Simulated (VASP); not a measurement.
# Cr (P6_3/mmc) in VASP: a series of runs

Cr is run at these levels: PBE; tasks: single point.

All numbers are computed with VASP 6.6.1; they aren't measurements. Logs are shortened: lines on timing, memory, paths and dates and some standing lists are left out, and cuts for length are marked.

**1. The cell of the first run**

The structure is hexagonal, space group P6_3/mmc (No. 194). The conventional cell has a = 2.881 Å, b = 2.881 Å, c = 7.847 Å, α = 90.00°, β = 90.00°, γ = 120.00°. Within 2.2 Å of Cr (site symmetry -6m2) lie 3 Cr at 1.66 Å. Within 2.2 Å of Cr (site symmetry -6m2) lie 3 Cr at 1.66 Å.

This isn't the form of Cr at room conditions, which is bcc.

**2. Single point, PBE, collinear spin, ferromagnetic start**

File INCAR:

```
SYSTEM = Cr
PREC = Accurate
ENCUT = 700
EDIFF = 1E-6
ISMEAR = 0
SIGMA = 0.1
LREAL = .FALSE.
LASPH = .TRUE.
NELM = 200
ALGO = Normal
ISIF = 2
LWAVE = .FALSE.
LCHARG = .FALSE.
ISPIN = 2
MAGMOM = 3 3 3 3
LORBIT = 11
LMAXMIX = 4
GGA = PE
NBANDS = 40
GGA_COMPAT = .FALSE.
```

File KPOINTS:

```
regular mesh
0
G
  9 9 4
  0 0 0
```

File POSCAR:

```
Cr
1.0
    2.8812770771      0.0000000000      0.0000000000
   -1.4406385386      2.4952591441      0.0000000000
    0.0000000000      0.0000000000      7.8473806572
Cr
4
Direct
    0.0000000000      0.0000000000      0.2500000000
    0.0000000000      0.0000000000      0.7500000000
    0.3333333333      0.6666666667      0.7500000000
    0.6666666667      0.3333333333      0.2500000000
```

Potentials or basis: VASP PAW PBE potentials, release 64 (Cr_sv).

Run with:

```console
cat potpaw_PBE.64/Cr_sv/POTCAR > POTCAR
mpirun -np 1 vasp_std > vasp.out
```

OUTCAR:

```text
SYSTEM = Cr
   PREC = Accurate
   ENCUT = 700
   EDIFF = 1E-6
   ISMEAR = 0
   LREAL = .FALSE.
   LASPH = .TRUE.
   NELM = 200
   ISIF = 2
   ISPIN = 2
   LORBIT = 11
   GGA = PE

 ion  position               nearest neighbor table
   1  0.000  0.000  0.250-   4 1.66   4 1.66   4 1.66
   2  0.000  0.000  0.750-   3 1.66   3 1.66   3 1.66
   3  0.333  0.667  0.750-   2 1.66   2 1.66   2 1.66
   4  0.667  0.333  0.250-   1 1.66   1 1.66   1 1.66

  LATTYP: Found a hexagonal cell.
 ALAT       =     2.8812770771
 C/A-ratio  =     2.7235772358

  Lattice vectors:

 A1 = (   2.8812770771,   0.0000000000,   0.0000000000)
 A2 = (  -1.4406385386,   2.4952591441,   0.0000000000)
 A3 = (   0.0000000000,   0.0000000000,   7.8473806572)

Analysis of symmetry for initial positions (statically):
=====================================================================
 Subroutine PRICEL returns:
 Original cell was already a primitive cell.

 Routine SETGRP: Setting up the symmetry group for a
 hexagonal supercell.

 Subroutine GETGRP returns: Found 24 space group operations
 (whereof 12 operations were pure point group operations)
 out of a pool of 24 trial point group operations.

The static configuration has the point symmetry D_3d.
 The point group associated with its full space group is D_6h.

Analysis of symmetry for dynamics (positions and initial velocities):
=====================================================================
 Subroutine PRICEL returns:
 Original cell was already a primitive cell.

 Routine SETGRP: Setting up the symmetry group for a
 hexagonal supercell.

 Subroutine GETGRP returns: Found 24 space group operations
 (whereof 12 operations were pure point group operations)
 out of a pool of 24 trial point group operations.

The dynamic configuration has the point symmetry D_3d.
 The point group associated with its full space group is D_6h.

Analysis of structural, dynamic, and magnetic symmetry:
=====================================================================
 Subroutine PRICEL returns:
 Original cell was already a primitive cell.

 Routine SETGRP: Setting up the symmetry group for a
 hexagonal supercell.

 Subroutine GETGRP returns: Found 24 space group operations
 (whereof 12 operations were pure point group operations)
 out of a pool of 24 trial point group operations.

The overall configuration has the point symmetry D_3d.
 The point group associated with its full space group is D_6h.

 Subroutine INISYM returns: Found 24 space group operations
 (whereof 12 operations are pure point group operations),
 and found     1 'primitive' translations

----------------------------------------------------------------------------------------

                                     Primitive cell

  volume of cell :      56.4190

  direct lattice vectors                    reciprocal lattice vectors
     2.881277077  0.000000000  0.000000000     0.347068322  0.200379989  0.000000000
    -1.440638539  2.495259144  0.000000000     0.000000000  0.400759978  0.000000000
     0.000000000  0.000000000  7.847380657     0.000000000  0.000000000  0.127431055

  length of vectors
     2.881277077  2.881277077  7.847380657     0.400759978  0.400759978  0.127431055

  position of ions in fractional coordinates (direct lattice)
     0.000000000  0.000000000  0.250000000
     0.000000000  0.000000000  0.750000000
     0.333333333  0.666666667  0.750000000
     0.666666667  0.333333333  0.250000000

  ion indices of the primitive-cell ions
   primitive index   ion index
                 1           1
                 2           2
                 3           3
                 4           4

----------------------------------------------------------------------------------------

 KPOINTS: regular mesh

Automatic generation of k-mesh.
 Grid dimensions read from file:
 generate k-points for:    9    9    4

 Generating k-lattice:

  Cartesian coordinates                     Fractional coordinates (reciprocal lattice)
     0.038563147  0.022264443  0.000000000     0.111111111  0.000000000  0.000000000
     0.000000000  0.044528886  0.000000000     0.000000000  0.111111111  0.000000000
     0.000000000  0.000000000  0.031857764     0.000000000  0.000000000  0.250000000

  Length of vectors
     0.044528886  0.044528886  0.031857764

  Shift w.r.t. Gamma in fractional coordinates (k-lattice)
     0.000000000  0.000000000  0.000000000

 Subroutine IBZKPT returns following result:
 ===========================================

 Found     36 irreducible k-points:

 Following reciprocal coordinates:
            Coordinates               Weight
  0.000000  0.000000  0.000000      1.000000
  0.111111  0.000000  0.000000      6.000000
  0.222222  0.000000  0.000000      6.000000
  0.333333  0.000000  0.000000      6.000000
  0.444444  0.000000  0.000000      6.000000
  0.111111  0.111111  0.000000      6.000000
[... 16 lines left out ...]
  0.333333  0.222222  0.250000     24.000000
  0.333333  0.333333  0.250000      4.000000
 [... further k-points ...]
   k-points           NKPTS =     36   k-points in BZ     NKDIM =     36   number of bands    NBANDS=     40
   number of dos      NEDOS =    301   number of ions     NIONS =      4
   total plane-waves  NPLWV =  54880
   dimension x,y,z NGX =    28 NGY =   28 NGZ =   70
   dimension x,y,z NGXF=    56 NGYF=   56 NGZF=  140
   ions per type =               4
   NGX,Y,Z   is equivalent  to a cutoff of  16.16, 16.16, 14.83 a.u.
   NGXF,Y,Z  is equivalent  to a cutoff of  32.31, 32.31, 29.66 a.u.
 SYSTEM =  Cr
   PREC   = accura    normal or accurate (medium, high low for compatibility)
   ISTART =      0    job   : 0-new  1-cont  2-samecut
   ICHARG =      2    charge: 1-file 2-atom 10-const
   ISPIN  =      2    spin polarized calculation?
   LNONCOLLINEAR =      F non collinear calculations
   LSORBIT =      F    spin-orbit coupling
   LASPH  =      T    aspherical Exc in radial PAW
   ENCUT  =  700.0 eV  51.45 Ry    7.17 a.u.   6.22  6.22 16.93*2*pi/ulx,y,z
   NELM   =    200;   NELMIN=  2; NELMDL= -5     # of ELM steps
   EDIFF  = 0.1E-05   stopping-criterion for ELM
   LREAL  =      F    real-space projection
   EDIFFG = 0.1E-04   stopping-criterion for IOM
   NSW    =      0    number of steps for IOM
   IBRION =     -1    ionic relax: 0-MD 1-quasi-New 2-CG
   NFREE  =      0    steps in history (QN), initial steepest desc. (CG)
   ISIF   =      2    stress and relaxation
   ISYM   =      2    0-nonsym 1-usesym 2-fastsym
   POTIM  = 0.5000    time-step for ionic-motion
   TEBEG  =    0.0;   TEEND  =   0.0 temperature during run
   PSTRESS=    0.0 pullay stress
   NELECT =      56.0000    total number of electrons
   NUPDOWN=      -1.0000    fix difference up-down
   EMIN   =  10.00;   EMAX   =-10.00  energy-range for DOS
   EFERMI =   0.00;   METHOD = LEGACY
   ISMEAR =     0;   SIGMA  =   0.10  broadening in eV -4-tet -1-fermi 0-gaus
   EFERMI_NEDOS =   21; number of points for ismear=-14 and -15
   IALGO  =     38    algorithm
   IMIX   =      4    mixing-type and parameters
     AMIX     =   0.40;   BMIX     =  1.00
     AMIX_MAG =   1.60;   BMIX_MAG =  1.00
  volume/ion in A,a.u.               =      14.10        95.18
  Fermi-wavevector in a.u.,A,eV,Ry     =   1.633036  3.085990 36.284098  2.666806
  Thomas-Fermi vector in A             =   2.724907
   LORBIT       =     11    0 simple, 1 ext, 2 COOP (PROOUT), +10 PAW based schemes
   GGA     = PE    functional components
   LHFCALC =     F    Hartree Fock is set to
   AEXX    =    0.0000 exact exchange contribution
   IVDW    =     0    specifies the selected vdW correction
   LEPSILON=     F    determine dielectric tensor
   LRPA    =     F    only Hartree local field effects (RPA)
 spin polarized calculation
 Gauss-broadening in eV      SIGMA  =   0.10
  energy-cutoff  :      700.00
  volume of cell :       56.42
 maximum number of plane-waves:      2398
 NGX is ok and might be reduce to    28
   NGX = 13   NGY = 13   NGZ = 33

 number of electron      55.9999982 magnetization      -0.0031089

 number of electron      55.9999982 magnetization       0.0001653

 Free energy of the ion-electron system (eV)
  ---------------------------------------------------
  ext. energy  EPLUGINS =         0.00000000
  ---------------------------------------------------
  free energy    TOTEN  =       -17.01296997 eV

  energy without entropy =      -17.01007318  energy(sigma->0) =      -17.01152157

 E-fermi :  10.7478     XC(G=0): -11.5360

 val. band max:       10.6069344891   @ k =   0.3333   0.2222   0.0000
 cond. band min:      10.8144935828   @ k =   0.1111   0.1111   0.5000
 fundamental gap:      0.2075590937
 Fermi energy:        10.7478338533

 spin component 1

 k-point     1 :       0.0000    0.0000    0.0000
  band No.  band energies     occupation
      1     -63.8120      1.00000
      2     -63.8117      1.00000
      3     -58.8651      1.00000
      4     -58.8651      1.00000
      5     -36.7706      1.00000
      6     -36.7706      1.00000
[... 32 lines left out ...]
     39      14.8495      0.00000
[... 988 lines left out ...]
     39      17.4297      0.00000
     40      17.4607      0.00000

 [... further k-points ...]

 spin component 2

 k-point     1 :       0.0000    0.0000    0.0000
  band No.  band energies     occupation
      1     -63.8120      1.00000
      2     -63.8117      1.00000
      3     -58.8651      1.00000
      4     -58.8651      1.00000
      5     -36.7706      1.00000
      6     -36.7706      1.00000
[... 32 lines left out ...]
     39      14.8495      0.00000
[... 988 lines left out ...]
     39      17.4299      0.00000
     40      17.4609      0.00000

 [... further k-points ...]

------------------------ aborting loop because EDIFF is reached ----------------------------------------

  FORCE on cell =-STRESS in cart. coord.  units (eV):
  Direction    XX          YY          ZZ          XY          YZ          ZX
  --------------------------------------------------------------------------------------
  -------------------------------------------------------------------------------------
  Total       67.2685261     67.2685261     -4.8088389     -0.0000000     -0.0000000      0.0000000
  in kB     1910.2802922   1910.2802922   -136.5605983     -0.0000000     -0.0000000      0.0000000
  external PRESSURE =    1227.9999954 kB  Pullay stress =       0.0000000 kB

 VOLUME and BASIS-vectors are now :
 -----------------------------------------------------------------------------
  energy-cutoff  :      700.00
  volume of cell :       56.42
      direct lattice vectors                 reciprocal lattice vectors
     2.881277077  0.000000000  0.000000000     0.347068322  0.200379989  0.000000000
    -1.440638539  2.495259144  0.000000000     0.000000000  0.400759978  0.000000000
     0.000000000  0.000000000  7.847380657     0.000000000  0.000000000  0.127431055

 POSITION                                       TOTAL-FORCE (eV/Angst)
 -----------------------------------------------------------------------------------
      0.00000      0.00000      1.96185        -0.000000      0.000000     -0.000000
      0.00000      0.00000      5.88554         0.000000     -0.000000     -0.000000
     -0.00000      1.66351      5.88554        -0.000000     -0.000000      0.000000
      1.44064      0.83175      1.96185        -0.000000      0.000000     -0.000000
 -----------------------------------------------------------------------------------
    total drift:                                0.000000     -0.000000     -0.000000

  FREE ENERGIE OF THE ION-ELECTRON SYSTEM (eV)
  ---------------------------------------------------
  free  energy   TOTEN  =       -17.0129699704 eV

  energy  without entropy=      -17.0100731751  energy(sigma->0) =      -17.01152157

 total charge

# of ion       s       p       d       tot
------------------------------------------
    1        2.192   6.034   4.759  12.985
    2        2.192   6.034   4.759  12.985
    3        2.189   6.034   4.760  12.984
    4        2.189   6.034   4.760  12.984
--------------------------------------------------
tot          8.764  24.136  19.038  51.938

 magnetization (x)

# of ion       s       p       d       tot
------------------------------------------
    1       -0.000  -0.000  -0.000  -0.000
    2       -0.000  -0.000  -0.000  -0.000
    3       -0.000   0.000  -0.000  -0.000
    4       -0.000   0.000  -0.000  -0.000
--------------------------------------------------
tot         -0.000  -0.000  -0.000  -0.000
```

Wall time 7.9 min (1 thread of Intel Xeon Platinum 8259CL at 2.50GHz (Skylake/Cascade Lake), shared host); peak memory 0.35 GiB.

Results:

```yaml
Free_energy: -17.0130 eV
Pressure: 122.8 GPa
Band_gap_on_the_k_mesh: zero (filled and empty bands overlap)
Net_moment: 0.00 μB per cell
Valence_electrons_inside_the_program's_atomic_spheres: Cr 12.98
```

Stress tensor (GPa, compression positive):
```
191.03   0.00   0.00
  0.00 191.03   0.00
  0.00   0.00 -13.66
```

Levels at points of the mesh, in eV from the Fermi level:
Spin up:
| k point | band 26 | band 27 | band 28 | band 29 | band 30 | band 31 |
| --- | --- | --- | --- | --- | --- | --- |
| (0.00, 0.00, 0.00) | -1.01 | -1.01 | -1.00 | -1.00 | 0.60 | 0.60 |
| (0.00, 0.00, 0.50) | -1.00 | -1.00 | -1.00 | 0.41 | 0.41 | 0.60 |
Spin down:
```csv
k point,band 26,band 27,band 28,band 29,band 30,band 31
"(0.00, 0.00, 0.00)",-1.01,-1.01,-1.00,-1.00,0.60,0.60
"(0.00, 0.00, 0.50)",-1.00,-1.00,-1.00,0.41,0.41,0.60
```

Caveat: atoms lie so close that the PAW spheres overlap strongly, which falsifies energies and pressures; the stress differs along the axes, from -14 to 191 GPa; the moments typed at the start vanished in this run.

**3. Single point, PBE**

This run uses another cell than the first one, of 12.15 Å³/atom.

File INCAR:

```
PREC = Accurate ; ENCUT = 700
EDIFF = 1E-6 ; ISMEAR = 0
SIGMA = 0.1 ; LREAL = F
LASPH = T ; NELM = 120
ALGO = Normal ; ISIF = 2
LWAVE = F ; LCHARG = F
GGA = PE ; NBANDS = 36
GGA_COMPAT = F
```

File KPOINTS:

```
Automatic mesh
0
Gamma
  21 21 6
```

File POSCAR:

```
Cr
1.0
    2.6208629143      0.0000000000      0.0000000000
   -1.3104314571      2.2697338636      0.0000000000
    0.0000000000      0.0000000000      8.1708527801
Cr
4
Direct
    0.3333333333      0.6666666667      0.3771645554
    0.6666666667      0.3333333333      0.8771645554
    0.6666666667      0.3333333333      0.6228354446
    0.3333333333      0.6666666667      0.1228354446
```

Potentials or basis: VASP PAW PBE potentials, release 64 (Cr_sv).

Run with:

```console
cat potpaw_PBE.64/Cr_sv/POTCAR > POTCAR
mpirun -np 1 vasp_std > vasp.out
```

It took 4 min on 1 thread of Intel Xeon 6975P-C (Granite Rapids), shared host; peak memory 0.45 GiB.

Results (log left out):

| Quantity | Value |
| --- | --- |
| Free energy | -35.7872 eV |
| Pressure | -0.8 GPa |
| Largest force | 0.050 eV/Å |
| Band gap on the k mesh | zero (bands 28 and 29 overlap by 0.74 eV) |

Forces on the atoms (eV/Å):
```
Cr   0.000  0.000  0.050
Cr   0.000  0.000  0.050
Cr   0.000  0.000 -0.050
Cr   0.000  0.000 -0.050
```

Stress tensor (GPa, compression positive):
```
-0.90  0.00  0.00
 0.00 -0.90  0.00
 0.00  0.00 -0.53
```

Levels at points of the mesh, in eV from the Fermi level:
```csv
k point,band 24,band 25,band 26,band 27,band 28,band 29,band 30,band 31,band 32,band 33
"(0.00, 0.00, 0.00)",-0.79,-0.78,-0.78,-0.17,-0.17,0.04,0.04,0.22,0.22,0.66
"(0.00, 0.00, 0.50)",-0.63,-0.63,-0.63,-0.38,-0.38,-0.38,-0.38,0.55,0.55,0.62
```

Caveat: the run has no spin polarisation, though such a crystal can be magnetic. Spin polarisation is off, so any magnetic state and its effect on volume and gap are missing.

The gap in the log of VASP goes by the Fermi energy; the results here count the filled bands.